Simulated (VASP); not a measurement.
Crystal: Zr2Ta.

```xyz
3
Lattice="0.0000 2.8871 2.8871 2.8871 0.0000 2.8871 2.8871 2.8871 0.0000" Properties=species:S:1:pos:R:3 pbc="T T T"
Zr    1.4436    1.4436    1.4436
Zr    4.3307    4.3307    4.3307
Ta    0.0000    0.0000    0.0000
```

```yaml
Program: VASP 6.6.1
Task: relaxation of cell and atoms
Functional: PBE
Potentials_or_basis: VASP PAW PBE potentials, release 64 (Zr_sv, Ta_pv)
Cutoff: 600 eV
k_mesh: 6 × 6 × 6
Occupations: gaussian, width 0.1 eV
Spin: no spin polarisation
```

At the start: pressure 82.0 GPa; volume 16.04 Å³/atom.

Question: Where does the relaxation end?

Answer: Over 5 steps the energy falls by 1472.5 meV/atom and the volume is 24.00 Å³/atom (+49.6 %); space group Fm-3m (No. 225, to 0.05 Å).

The path:
```csv
step,energy change (eV),largest force (eV/Å),pressure (GPa),volume (Å³)
1,0.0000,0.0000,81.98,48.13
2,0.7650,0.0000,-17.54,130.95
3,-4.3589,0.0000,-4.51,76.02
4,-4.4095,0.0000,-1.76,73.47
5,-4.4174,0.0000,0.06,72.01
```

Final structure:
```yaml
crystal:
  lattice:
    - [0.00000, 3.30204, 3.30204]
    - [3.30204, 0.00000, 3.30204]
    - [3.30204, 3.30204, 0.00000]
  atoms:
    - { symbol: Zr, position: [0.25000, 0.25000, 0.25000] }
    - { symbol: Zr, position: [0.75000, 0.75000, 0.75000] }
    - { symbol: Ta, position: [0.00000, 0.00000, 0.00000] }
```

Caveat: the volume moved by over 15 % at a fixed basis, so the end points are rough.
